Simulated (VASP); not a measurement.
A run of VASP 6.6.1 is set up as follows.

Contents of INCAR:

```
PREC = Accurate
ENCUT = 540
EDIFF = 1E-6
ISMEAR = -1
SIGMA = 0.05
LREAL = False
LASPH = True
NELM = 200
ALGO = Normal
ISIF = 2
LWAVE = False
LCHARG = True
LMAXMIX = 4
LDAU = True
LDAUTYPE = 2
LDAUL = 2 -1
LDAUU = 8 0
LDAUJ = 0 0
LDAUPRINT = 1
GGA = PS
LELF = True
LVHAR = True
NBANDS = 38
GGA_COMPAT = False
```

Contents of KPOINTS:

```
regular mesh
0
Gamma
  7 7 7
```

Contents of POSCAR:

```
Ge3Pd
1.0
    4.1420230000      0.0000000000      0.0000000000
    0.0000000000      4.1420230000      0.0000000000
    0.0000000000      0.0000000000      4.1420230000
Pd Ge
1 3
Direct
    0.0000000000      0.0000000000      0.0000000000
    0.5000000000      0.5000000000      0.0000000000
    0.5000000000      0.0000000000      0.5000000000
    0.0000000000      0.5000000000      0.5000000000
```

Potentials or basis: VASP PAW PBE potentials, release 64 (Pd_sv_GW, Ge_d).

Run with:

```sh
$ cat potpaw_PBE.64/Pd_sv_GW/POTCAR potpaw_PBE.64/Ge_d/POTCAR > POTCAR
$ mpirun -np 1 vasp_std > vasp.out
```

(1) What does it give for the pressure?

(2) Estimate the band gap on the k mesh.

Results:

(1) -5.0 GPa.

(2) zero (band 30 reaches 7.11 eV, above the bottom of band 31 at 5.22 eV).

Caveat: the PAW data sets were made with another functional, which shifts forces and pressure a little; U without spin polarisation on a metal has little footing; the U is typed as a test and isn't derived for this compound.
